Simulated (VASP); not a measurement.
# Y (Fd-3m) in VASP: further runs, part 2 of 2

VASP 6.6.1.

## Step 3: Relaxation of cell and atoms, LDA

This run uses another cell than the first one, of 42.88 Å³/atom, 1.198 times its volume.

File INCAR:

```
ALGO = Normal
EDIFF = 1E-7
EDIFFG = -0.03
ENCUT = 600
GGA = CA
IBRION = 2
ISIF = 3
ISMEAR = 1
LASPH = T
LCHARG = F
LREAL = F
LWAVE = F
NELM = 80
NSW = 80
PREC = Accurate
SIGMA = 0.1
```

File KPOINTS:

```
k-points
0
Gamma
  5 5 5
```

File POSCAR:

```
Y
1.0
    0.0000000000      3.5000000000      3.5000000000
    3.5000000000      0.0000000000      3.5000000000
    3.5000000000      3.5000000000      0.0000000000
Y
2
Direct
    0.0000000000      0.0000000000      0.0000000000
    0.2500000000      0.2500000000      0.2500000000
```

Potentials or basis: VASP PAW LDA potentials, release 64 (Y_sv).

On the command line:

```console
cat potpaw_LDA.64/Y_sv/POTCAR > POTCAR
mpirun -np 1 vasp_std > vasp.out
```

OUTCAR:

```text
EDIFF = 1E-7
   EDIFFG = -0.03
   ENCUT = 600
   GGA = CA
   IBRION = 2
   ISIF = 3
   ISMEAR = 1
   LASPH = T
   LREAL = F
   NELM = 80
   NSW = 80
   PREC = Accurate

 ion  position               nearest neighbor table
   1  0.000  0.000  0.000-   2 3.03   2 3.03   2 3.03   2 3.03
   2  0.250  0.250  0.250-   1 3.03   1 3.03   1 3.03   1 3.03

  LATTYP: Found a face centered cubic cell.
 ALAT       =     7.0000000000

  Lattice vectors:

 A1 = (   0.0000000000,   3.5000000000,   3.5000000000)
 A2 = (   3.5000000000,   0.0000000000,   3.5000000000)
 A3 = (   3.5000000000,   3.5000000000,   0.0000000000)

Analysis of symmetry for initial positions (statically):
=====================================================================
 Subroutine PRICEL returns:
 Original cell was already a primitive cell.

 Routine SETGRP: Setting up the symmetry group for a
 face centered cubic supercell.

 Subroutine GETGRP returns: Found 48 space group operations
 (whereof 24 operations were pure point group operations)
 out of a pool of 48 trial point group operations.

The static configuration has the point symmetry T_d .
 The point group associated with its full space group is O_h .

Analysis of symmetry for dynamics (positions and initial velocities):
=====================================================================
 Subroutine PRICEL returns:
 Original cell was already a primitive cell.

 Routine SETGRP: Setting up the symmetry group for a
 face centered cubic supercell.

 Subroutine GETGRP returns: Found 48 space group operations
 (whereof 24 operations were pure point group operations)
 out of a pool of 48 trial point group operations.

The dynamic configuration has the point symmetry T_d .
 The point group associated with its full space group is O_h .

 Subroutine INISYM returns: Found 48 space group operations
 (whereof 24 operations are pure point group operations),
[... 92 lines left out ...]
   NELECT =      22.0000    total number of electrons
   NUPDOWN=      -1.0000    fix difference up-down
   EMIN   =  10.00;   EMAX   =-10.00  energy-range for DOS
   EFERMI =   0.00;   METHOD = LEGACY
   ISMEAR =     1;   SIGMA  =   0.10  broadening in eV -4-tet -1-fermi 0-gaus
   EFERMI_NEDOS =   21; number of points for ismear=-14 and -15
   IALGO  =     38    algorithm
   IMIX   =      4    mixing-type and parameters
     AMIX     =   0.40;   BMIX     =  1.00
     AMIX_MAG =   1.60;   BMIX_MAG =  1.00
  volume/ion in A,a.u.               =      42.88       289.33
  Fermi-wavevector in a.u.,A,eV,Ry     =   1.040250  1.965787 14.723134  1.082120
  Thomas-Fermi vector in A             =   2.174817
   LORBIT       =      0    0 simple, 1 ext, 2 COOP (PROOUT), +10 PAW based schemes
   GGA     = CA    functional components
   LHFCALC =     F    Hartree Fock is set to
   AEXX    =    0.0000 exact exchange contribution
   IVDW    =     0    specifies the selected vdW correction
   LEPSILON=     F    determine dielectric tensor
   LRPA    =     F    only Hartree local field effects (RPA)
 conjugate gradient relaxation of ions
 non-spin polarized calculation
 Methfessel and Paxton  Order N= 1 SIGMA  =   0.10
  energy-cutoff  :      600.00
  volume of cell :       85.75
 maximum number of plane-waves:      2870
   NGX = 19   NGY = 19   NGZ = 19

--------------------------------------- Ionic step        1  -------------------------------------------

 number of electron      22.0000002 magnetization

 Free energy of the ion-electron system (eV)
  ---------------------------------------------------
  ext. energy  EPLUGINS =         0.00000000
  ---------------------------------------------------
  free energy    TOTEN  =        -9.88709897 eV

  energy without entropy =       -9.88021665  energy(sigma->0) =       -9.88480486

------------------------ aborting loop because EDIFF is reached ----------------------------------------

  FORCE on cell =-STRESS in cart. coord.  units (eV):
  Direction    XX          YY          ZZ          XY          YZ          ZX
  --------------------------------------------------------------------------------------
  -------------------------------------------------------------------------------------
  Total       -1.3252014     -1.3252014     -1.3252014      0.0000000      0.0000000      0.0000000
  in kB      -24.7604396    -24.7604396    -24.7604396      0.0000000      0.0000000      0.0000000
  external PRESSURE =     -24.7604396 kB  Pullay stress =       0.0000000 kB
[... 95 lines left out ...]
--------------------------------------- Ionic step        4  -------------------------------------------

 number of electron      21.9999999 magnetization

 Free energy of the ion-electron system (eV)
  ---------------------------------------------------
  ext. energy  EPLUGINS =         0.00000000
  ---------------------------------------------------
  free energy    TOTEN  =       -10.01959943 eV

  energy without entropy =      -10.02022395  energy(sigma->0) =      -10.01980760

 E-fermi :   1.8785     XC(G=0):  -9.0778

 val. band max:        1.7352895811   @ k =   0.0000   0.0000   0.0000
 cond. band min:       1.8938195516   @ k =   0.4000   0.2000   0.0000
 fundamental gap:      0.1585299706
 Fermi energy:         1.8784602619

 k-point     1 :       0.0000    0.0000    0.0000
  band No.  band energies     occupation
      1     -40.9232      2.00000
      2     -40.3664      2.00000
      3     -21.3465      2.00000
      4     -21.3465      2.00000
      5     -21.3465      2.00000
      6     -20.3640      2.00000
      7     -20.3640      2.00000
      8     -20.3640      2.00000
      9      -1.7987      2.00000
     10       1.7353      2.06111
     11       1.7353      2.06111
     12       2.5899     -0.00000
     13       2.5899     -0.00000
     14       2.5899     -0.00000
[... 190 lines left out ...]
  FREE ENERGIE OF THE ION-ELECTRON SYSTEM (eV)
  ---------------------------------------------------
  free  energy   TOTEN  =       -10.0195994272 eV

  energy  without entropy=      -10.0202239472  energy(sigma->0) =      -10.01980760

 reached required accuracy - stopping structural energy minimisation
```

OSZICAR:

```text
N       E                     dE             d eps       ncg     rms          rms(c)
DAV:   1     0.995051144229E+02    0.99505E+02   -0.12215E+04   300   0.150E+03
DAV:   2    -0.253618454707E+01   -0.10204E+03   -0.10138E+03   377   0.300E+02
DAV:   3    -0.100227833343E+02   -0.74866E+01   -0.73673E+01   600   0.465E+01
[... 51 lines left out ...]
DAV:   7    -0.100195086733E+02   -0.18474E-03   -0.38681E-04   439   0.964E-02    0.471E-02
DAV:   8    -0.100195997226E+02   -0.91049E-04   -0.19434E-04   491   0.750E-02    0.873E-03
DAV:   9    -0.100195993024E+02    0.42020E-06   -0.56878E-06   329   0.191E-02    0.198E-03
DAV:  10    -0.100195994192E+02   -0.11686E-06   -0.97856E-07   377   0.474E-03    0.124E-03
DAV:  11    -0.100195994272E+02   -0.79240E-08   -0.40003E-08   157   0.152E-03
   4 F= -.10019599E+02 E0= -.10019808E+02  d E =-.132500E+00
```

It used 150 s of CPU time on 1 thread of AMD EPYC 7R13 Processor (Zen 3), with other jobs on the host.

Results:

- Free energy: -10.0196 eV
- Relaxed volume: 35.86 Å³/atom
- Relaxed cell: a = 4.664 Å, b = 4.664 Å, c = 4.664 Å, α = 60.00°, β = 60.00°, γ = 60.00°
- Space group after relaxing (to 0.05 Å): Fd-3m (No. 227)
- Energy gained by relaxing: 66.3 meV/atom
- Ionic steps: 4
- Pressure after relaxing: -0.1 GPa
- Band gap on the k mesh: zero (band 11 reaches 2.15 eV, above the bottom of band 12 at 1.69 eV)

The path:
| step | energy change (eV) | largest force (eV/Å) | pressure (GPa) | volume (Å³) |
| --- | --- | --- | --- | --- |
| 1 | 0.0000 | 0.0000 | -2.48 | 85.75 |
| 2 | -0.0887 | 0.0000 | -1.58 | 77.79 |
| 3 | -0.1149 | 0.0000 | 1.24 | 67.74 |
| 4 | -0.1325 | 0.0000 | -0.08 | 71.72 |

Final structure:
```cif
data_structure
_symmetry_space_group_name_H-M 'P 1'
_symmetry_Int_Tables_number 1
_cell_length_a 4.6635
_cell_length_b 4.6635
_cell_length_c 4.6635
_cell_angle_alpha 60.000
_cell_angle_beta 60.000
_cell_angle_gamma 60.000
_cell_volume 71.72
loop_
_atom_site_label
_atom_site_type_symbol
_atom_site_fract_x
_atom_site_fract_y
_atom_site_fract_z
_atom_site_occupancy
Y1 Y 0.00000 0.00000 0.00000 1
Y2 Y 0.25000 0.25000 0.25000 1
```

Caveat: the volume moved by over 15 % at a fixed basis, so the end points are rough.
